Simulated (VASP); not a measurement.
# BP in VASP: a series of runs

The runs below take BP through single point, with PBE.

All numbers are computed with VASP 6.6.1; they aren't measurements. Logs are shortened: lines on timing, memory, paths and dates and some standing lists are left out, and cuts for length are marked.

### Step 1. The cell of the first run

Symmetry: F-43m, No. 216, cubic system. Conventional cell: a = 4.699 Å, b = 4.699 Å, c = 4.699 Å, α = 90.00°, β = 90.00°, γ = 90.00°. B (site symmetry -43m) has 4 P at 2.03 Å within 2.7 Å. P (site symmetry -43m) has 4 B at 2.03 Å within 2.7 Å.

### Step 2. Single point, PBE (strained)

INCAR

```
PREC = Accurate ; ENCUT = 520
EDIFF = 1E-6 ; ISMEAR = 0
SIGMA = 0.02 ; LREAL = False
LASPH = True ; NELM = 60
ALGO = Normal ; ISIF = 2
LWAVE = False ; LCHARG = True
GGA = PE ; LELF = True
LVHAR = True ; NBANDS = 11
```

KPOINTS

```
Automatic mesh
0
Gamma
  10 10 10
```

POSCAR

```
BP
1.0
    0.0000000000      2.3494360500      2.3494360500
    2.3494360500      0.0000000000      2.3494360500
    2.3494360500      2.3494360500      0.0000000000
B P
1 1
Direct
    0.0000000000      0.0000000000      0.0000000000
    0.7500000000      0.7500000000      0.7500000000
```

Potentials or basis: VASP PAW PBE potentials, release 64 (B, P).

Run with:

```sh
$ cat potpaw_PBE.64/B/POTCAR potpaw_PBE.64/P/POTCAR > POTCAR
$ mpirun -np 1 vasp_std > vasp.out
```

OUTCAR:

```text
PREC = Accurate
   ENCUT = 520
   EDIFF = 1E-6
   ISMEAR = 0
   LREAL = False
   LASPH = True
   NELM = 60
   ISIF = 2
   GGA = PE

 ion  position               nearest neighbor table
   1  0.000  0.000  0.000-   2 2.03   2 2.03   2 2.03   2 2.03
   2  0.750  0.750  0.750-   1 2.03   1 2.03   1 2.03   1 2.03

  LATTYP: Found a face centered cubic cell.
 ALAT       =     4.6988721000

  Lattice vectors:

 A1 = (   0.0000000000,   2.3494360500,   2.3494360500)
 A2 = (   2.3494360500,   0.0000000000,   2.3494360500)
 A3 = (   2.3494360500,   2.3494360500,   0.0000000000)

Analysis of symmetry for initial positions (statically):
=====================================================================
 Subroutine PRICEL returns:
 Original cell was already a primitive cell.

 Routine SETGRP: Setting up the symmetry group for a
 face centered cubic supercell.

 Subroutine GETGRP returns: Found 24 space group operations
 (whereof 24 operations were pure point group operations)
 out of a pool of 48 trial point group operations.

The static configuration has the point symmetry T_d .

Analysis of symmetry for dynamics (positions and initial velocities):
=====================================================================
 Subroutine PRICEL returns:
 Original cell was already a primitive cell.

 Routine SETGRP: Setting up the symmetry group for a
 face centered cubic supercell.

 Subroutine GETGRP returns: Found 24 space group operations
 (whereof 24 operations were pure point group operations)
 out of a pool of 48 trial point group operations.

The dynamic configuration has the point symmetry T_d .

 Subroutine INISYM returns: Found 24 space group operations
 (whereof 24 operations are pure point group operations),
 and found     1 'primitive' translations

----------------------------------------------------------------------------------------

                                     Primitive cell

  volume of cell :      25.9371

  direct lattice vectors                    reciprocal lattice vectors
     0.000000000  2.349436050  2.349436050    -0.212817029  0.212817029  0.212817029
     2.349436050  0.000000000  2.349436050     0.212817029 -0.212817029  0.212817029
     2.349436050  2.349436050  0.000000000     0.212817029  0.212817029 -0.212817029

  length of vectors
     3.322604326  3.322604326  3.322604326     0.368609907  0.368609907  0.368609907

  position of ions in fractional coordinates (direct lattice)
     0.000000000  0.000000000  0.000000000
     0.750000000  0.750000000  0.750000000

  ion indices of the primitive-cell ions
   primitive index   ion index
                 1           1
                 2           2

----------------------------------------------------------------------------------------

 KPOINTS: Automatic mesh

Automatic generation of k-mesh.
 Grid dimensions read from file:
 generate k-points for:   10   10   10

 Generating k-lattice:

  Cartesian coordinates                     Fractional coordinates (reciprocal lattice)
    -0.021281703  0.021281703  0.021281703     0.100000000  0.000000000  0.000000000
     0.021281703 -0.021281703  0.021281703     0.000000000  0.100000000  0.000000000
     0.021281703  0.021281703 -0.021281703     0.000000000  0.000000000  0.100000000

  Length of vectors
     0.036860991  0.036860991  0.036860991

  Shift w.r.t. Gamma in fractional coordinates (k-lattice)
     0.000000000  0.000000000  0.000000000

 Subroutine IBZKPT returns following result:
 ===========================================

 Found     47 irreducible k-points:

 Following reciprocal coordinates:
            Coordinates               Weight
  0.000000  0.000000  0.000000      1.000000
  0.100000  0.000000  0.000000      8.000000
  0.200000  0.000000  0.000000      8.000000
  0.300000  0.000000  0.000000      8.000000
  0.400000  0.000000  0.000000      8.000000
  0.500000  0.000000  0.000000      4.000000
[... 16 lines left out ...]
  0.300000  0.300000  0.000000      6.000000
  0.400000  0.300000  0.000000     24.000000
 [... further k-points ...]
   k-points           NKPTS =     47   k-points in BZ     NKDIM =     47   number of bands    NBANDS=     11
   number of dos      NEDOS =    301   number of ions     NIONS =      2
   total plane-waves  NPLWV =  21952
   dimension x,y,z NGX =    28 NGY =   28 NGZ =   28
   dimension x,y,z NGXF=    56 NGYF=   56 NGZF=   56
   ions per type =               1   1
   NGX,Y,Z   is equivalent  to a cutoff of  14.01, 14.01, 14.01 a.u.
   NGXF,Y,Z  is equivalent  to a cutoff of  28.02, 28.02, 28.02 a.u.
 SYSTEM =  unknown system
   PREC   = accura    normal or accurate (medium, high low for compatibility)
   ISTART =      0    job   : 0-new  1-cont  2-samecut
   ICHARG =      2    charge: 1-file 2-atom 10-const
   ISPIN  =      1    spin polarized calculation?
   LNONCOLLINEAR =      F non collinear calculations
   LSORBIT =      F    spin-orbit coupling
   LASPH  =      T    aspherical Exc in radial PAW
   ENCUT  =  520.0 eV  38.22 Ry    6.18 a.u.   6.18  6.18  6.18*2*pi/ulx,y,z
   NELM   =     60;   NELMIN=  2; NELMDL= -5     # of ELM steps
   EDIFF  = 0.1E-05   stopping-criterion for ELM
   LREAL  =      F    real-space projection
   EDIFFG = 0.1E-04   stopping-criterion for IOM
   NSW    =      0    number of steps for IOM
   IBRION =     -1    ionic relax: 0-MD 1-quasi-New 2-CG
   NFREE  =      0    steps in history (QN), initial steepest desc. (CG)
   ISIF   =      2    stress and relaxation
   ISYM   =      2    0-nonsym 1-usesym 2-fastsym
   POTIM  = 0.5000    time-step for ionic-motion
   TEBEG  =    0.0;   TEEND  =   0.0 temperature during run
   PSTRESS=    0.0 pullay stress
   NELECT =       8.0000    total number of electrons
   NUPDOWN=      -1.0000    fix difference up-down
   EMIN   =  10.00;   EMAX   =-10.00  energy-range for DOS
   EFERMI =   0.00;   METHOD = LEGACY
   ISMEAR =     0;   SIGMA  =   0.02  broadening in eV -4-tet -1-fermi 0-gaus
   EFERMI_NEDOS =   21; number of points for ismear=-14 and -15
   IALGO  =     38    algorithm
   IMIX   =      4    mixing-type and parameters
     AMIX     =   0.40;   BMIX     =  1.00
     AMIX_MAG =   1.60;   BMIX_MAG =  1.00
  volume/ion in A,a.u.               =      12.97        87.52
  Fermi-wavevector in a.u.,A,eV,Ry     =   1.106109  2.090243 16.646412  1.223477
  Thomas-Fermi vector in A             =   2.242605
   LORBIT       =      0    0 simple, 1 ext, 2 COOP (PROOUT), +10 PAW based schemes
   GGA     = PE    functional components
   LHFCALC =     F    Hartree Fock is set to
   AEXX    =    0.0000 exact exchange contribution
   IVDW    =     0    specifies the selected vdW correction
   LEPSILON=     F    determine dielectric tensor
   LRPA    =     F    only Hartree local field effects (RPA)
 non-spin polarized calculation
 Gauss-broadening in eV      SIGMA  =   0.02
  energy-cutoff  :      520.00
  volume of cell :       25.94
 maximum number of plane-waves:       725
 NGX is ok and might be reduce to    28
   NGX = 13   NGY = 13   NGZ = 13

 number of electron       8.0000001 magnetization

 Free energy of the ion-electron system (eV)
  ---------------------------------------------------
  ext. energy  EPLUGINS =         0.00000000
  ---------------------------------------------------
  free energy    TOTEN  =       -12.82235982 eV

  energy without entropy =      -12.82235982  energy(sigma->0) =      -12.82235982

 E-fermi :   6.4283     XC(G=0): -10.4622

 val. band max:        6.2394191205   @ k =   0.0000   0.0000   0.0000
 cond. band min:       7.6152537972   @ k =   0.4000   0.4000   0.0000
 fundamental gap:      1.3758346767
 Fermi energy:         6.4282600836

 k-point     1 :       0.0000    0.0000    0.0000
  band No.  band energies     occupation
      1      -8.3182      2.00000
      2       6.2394      2.00000
      3       6.2394      2.00000
      4       6.2394      2.00000
      5       9.5058      0.00000
      6       9.5058      0.00000
      7       9.5058      0.00000
      8      12.0797      0.00000
      9      17.0932      0.00000
     10      18.0848      0.00000
     11      18.0848      0.00000

 k-point     2 :       0.1000    0.0000    0.0000
  band No.  band energies     occupation
      1      -8.1533      2.00000
      2       5.0062      2.00000
      3       5.9729      2.00000
      4       5.9729      2.00000
      5       9.8265      0.00000
      6       9.8754      0.00000
      7       9.8754      0.00000
      8      12.7124      0.00000
      9      17.4648      0.00000
     10      17.4648      0.00000
     11      17.6109      0.00000

 k-point     3 :       0.2000    0.0000    0.0000
  band No.  band energies     occupation
      1      -7.6665      2.00000
      2       2.8154      2.00000
      3       5.4593      2.00000
      4       5.4593      2.00000
      5       9.8317      0.00000
      6      10.5513      0.00000
      7      10.5513      0.00000
      8      14.1535      0.00000
      9      16.9031      0.00000
     10      16.9031      0.00000
     11      18.4421      0.00000

 k-point     4 :       0.3000    0.0000    0.0000
  band No.  band energies     occupation
      1      -6.8912      2.00000
      2       0.6336      2.00000
      3       5.0040      2.00000
      4       5.0040      2.00000
      5       9.6372      0.00000
      6      10.9220      0.00000
      7      10.9220      0.00000
      8      15.4354      0.00000
      9      17.3731      0.00000
     10      17.3731      0.00000
     11      18.5930      0.00000
[... 239 lines left out ...]
 k-point    22 :      -0.2000    0.2000    0.0000
  band No.  band energies     occupation
      1      -6.6257      2.00000
      2       1.2308      2.00000
      3       2.4683      2.00000
      4       5.0879      2.00000
      5      10.4316      0.00000
      6      11.2930      0.00000
      7      12.1884      0.00000
      8      13.8732      0.00000
      9      15.6672      0.00000
     10      19.1180      0.00000
     11      20.7618      0.00000

 k-point    23 :       0.3000    0.3000    0.0000
  band No.  band energies     occupation
      1      -6.3911      2.00000
      2       1.5115      2.00000
      3       3.3203      2.00000
      4       3.3203      2.00000
      5       7.8452      0.00000
      6      10.1649      0.00000
      7      14.4726      0.00000
      8      14.4726      0.00000
      9      18.0056      0.00000
     10      20.1757      0.00000
     11      21.5497      0.00000

 k-point    24 :       0.4000    0.3000    0.0000
  band No.  band energies     occupation
      1      -5.6504      2.00000
      2       0.3047      2.00000
      3       2.5749      2.00000
      4       3.0480      2.00000
      5       8.1281      0.00000
      6       9.8753      0.00000
      7      14.9789      0.00000
      8      15.0825      0.00000
      9      19.0619      0.00000
     10      20.9347      0.00000
     11      21.9019      0.00000

 [... further k-points ...]
[... 5 lines left out ...]
  --------------------------------------------------------------------------------------
  -------------------------------------------------------------------------------------
  Total       -2.1464389     -2.1464389     -2.1464389      0.0000000      0.0000000     -0.0000000
  in kB     -132.5892252   -132.5892252   -132.5892252      0.0000000      0.0000000     -0.0000000
  external PRESSURE =    -132.5892252 kB  Pullay stress =       0.0000000 kB

 VOLUME and BASIS-vectors are now :
 -----------------------------------------------------------------------------
  energy-cutoff  :      520.00
  volume of cell :       25.94
      direct lattice vectors                 reciprocal lattice vectors
     0.000000000  2.349436050  2.349436050    -0.212817029  0.212817029  0.212817029
     2.349436050  0.000000000  2.349436050     0.212817029 -0.212817029  0.212817029
     2.349436050  2.349436050  0.000000000     0.212817029  0.212817029 -0.212817029

 POSITION                                       TOTAL-FORCE (eV/Angst)
 -----------------------------------------------------------------------------------
      0.00000      0.00000      0.00000         0.000000      0.000000      0.000000
      3.52415      3.52415      3.52415        -0.000000     -0.000000     -0.000000
 -----------------------------------------------------------------------------------
    total drift:                               -0.000000     -0.000000     -0.000000

  FREE ENERGIE OF THE ION-ELECTRON SYSTEM (eV)
  ---------------------------------------------------
  free  energy   TOTEN  =       -12.8223598196 eV

  energy  without entropy=      -12.8223598196  energy(sigma->0) =      -12.82235982
```

Wall time 15 s (1 thread of AMD EPYC 7R43 (Zen 3), shared host); peak memory 0.12 GiB.

Results:

```
Free energy            : -12.8224 eV
Pressure               : -13.3 GPa
Band gap on the k mesh : 1.38 eV, indirect (least direct gap 3.27 eV)
```

Caveat: the cell differs from its parent crystal (strained).

### Step 3. Single point, PBE (strained)

INCAR

```
PREC     = Accurate       # precision mode
ENCUT    = 520            # plane-wave cutoff, eV
EDIFF    = 1E-6           # SCF threshold, eV
ISMEAR   = 0              # smearing method
SIGMA    = 0.02           # smearing width, eV
LREAL    = False          # projectors in reciprocal space
LASPH    = True           # aspherical terms in the spheres
NELM     = 60             # most SCF steps
ALGO     = Normal         # electronic algorithm
ISIF     = 2              # what is computed and relaxed
LWAVE    = False          # write WAVECAR
LCHARG   = True           # write CHGCAR
GGA      = PE             # functional
LELF     = True           # ELF
LVHAR    = True         
NBANDS   = 11             # bands
```

KPOINTS

```
regular mesh
0
Gamma
  10 10 10
```

POSCAR

```
BP
1.0
    0.0000000000      2.3279713100      2.3279713100
    2.2939363100      0.0000000000      2.3279713100
    2.2939363100      2.3279713100      0.0000000000
B P
1 1
Direct
    0.0000000000      0.0000000000      0.0000000000
    0.7500000000      0.7500000000      0.7500000000
```

Potentials or basis: VASP PAW PBE potentials, release 64 (B, P).

Run with:

```sh
$ cat potpaw_PBE.64/B/POTCAR potpaw_PBE.64/P/POTCAR > POTCAR
$ mpirun -np 1 vasp_std > vasp.out
```

OUTCAR:

```text
PREC = Accurate
   ENCUT = 520
   EDIFF = 1E-6
   ISMEAR = 0
   LREAL = False
   LASPH = True
   NELM = 60
   ISIF = 2
   GGA = PE

 ion  position               nearest neighbor table
   1  0.000  0.000  0.000-   2 2.01   2 2.01   2 2.01   2 2.01
   2  0.750  0.750  0.750-   1 2.01   1 2.01   1 2.01   1 2.01

  LATTYP: Found a body centered tetragonal cell.
 ALAT       =     3.2922485994
 C/A-ratio  =     1.3935377240

  Lattice vectors:

 A1 = (  -2.2939363100,   0.0000000000,  -2.3279713100)
[... 513 lines left out ...]
      6      10.3906      0.00000
      7      15.5962      0.00000
      8      15.9522      0.00000
      9      19.9278      0.00000
     10      21.6690      0.00000
     11      22.8596      0.00000

 [... further k-points ...]
[... 5 lines left out ...]
  --------------------------------------------------------------------------------------
  -------------------------------------------------------------------------------------
  Total       -0.9010904     -1.4700636     -1.4700636      0.0000000      0.0000000     -0.0000000
  in kB      -58.0647237    -94.7283824    -94.7283824      0.0000000      0.0000000     -0.0000000
  external PRESSURE =     -82.5071629 kB  Pullay stress =       0.0000000 kB

 VOLUME and BASIS-vectors are now :
 -----------------------------------------------------------------------------
  energy-cutoff  :      520.00
  volume of cell :       24.86
      direct lattice vectors                 reciprocal lattice vectors
     0.000000000  2.327971310  2.327971310    -0.217965947  0.214779279  0.214779279
     2.293936310  0.000000000  2.327971310     0.217965947 -0.214779279  0.214779279
     2.293936310  2.327971310  0.000000000     0.217965947  0.214779279 -0.214779279

 POSITION                                       TOTAL-FORCE (eV/Angst)
 -----------------------------------------------------------------------------------
      0.00000      0.00000      0.00000        -0.000000      0.000000      0.000000
      3.44090      3.49196      3.49196         0.000000     -0.000000     -0.000000
 -----------------------------------------------------------------------------------
    total drift:                               -0.000000     -0.000000     -0.000000

  FREE ENERGIE OF THE ION-ELECTRON SYSTEM (eV)
  ---------------------------------------------------
  free  energy   TOTEN  =       -12.8917488423 eV

  energy  without entropy=      -12.8917488423  energy(sigma->0) =      -12.89174884
```

OSZICAR:

```text
N       E                     dE             d eps       ncg     rms          rms(c)
DAV:   1     0.895697171199E+01    0.89570E+01   -0.39422E+03  2244   0.651E+02
DAV:   2    -0.128725278048E+02   -0.21829E+02   -0.20960E+02  2981   0.107E+02
DAV:   3    -0.134712281480E+02   -0.59870E+00   -0.59739E+00  2834   0.157E+01
DAV:   4    -0.134736644869E+02   -0.24363E-02   -0.24361E-02  2574   0.118E+00
DAV:   5    -0.134736788041E+02   -0.14317E-04   -0.14317E-04  2810   0.901E-02    0.658E+00
DAV:   6    -0.129712933644E+02    0.50239E+00   -0.12193E+00  2523   0.459E+00    0.356E+00
DAV:   7    -0.128982719384E+02    0.73021E-01   -0.17764E-01  2788   0.211E+00    0.125E+00
DAV:   8    -0.128912018868E+02    0.70701E-02   -0.24113E-02  2614   0.870E-01    0.171E-01
DAV:   9    -0.128915374406E+02   -0.33555E-03   -0.72735E-04  2639   0.176E-01    0.999E-02
DAV:  10    -0.128917369990E+02   -0.19956E-03   -0.25090E-04  2523   0.989E-02    0.264E-02
DAV:  11    -0.128917478372E+02   -0.10838E-04   -0.11186E-05  2879   0.223E-02    0.281E-02
DAV:  12    -0.128917489576E+02   -0.11203E-05   -0.43178E-06  2529   0.103E-02    0.104E-02
DAV:  13    -0.128917488423E+02    0.11523E-06   -0.10270E-07  1251   0.217E-03
   1 F= -.12891749E+02 E0= -.12891749E+02  d E =-.154516E-11
```

Wall time 21 s (1 thread of AMD EPYC 7R43 (Zen 3), shared host); peak memory 0.12 GiB.

What came out:

```
Free energy            : -12.8917 eV
Pressure               : -8.3 GPa
Band gap on the k mesh : 1.11 eV, indirect (least direct gap 3.17 eV)
```

Stress tensor (GPa, compression positive):
```
-5.81  0.00  0.00
 0.00 -9.47  0.00
 0.00  0.00 -9.47
```

Caveat: the cell differs from its parent crystal (strained). A k mesh can miss the band edges.
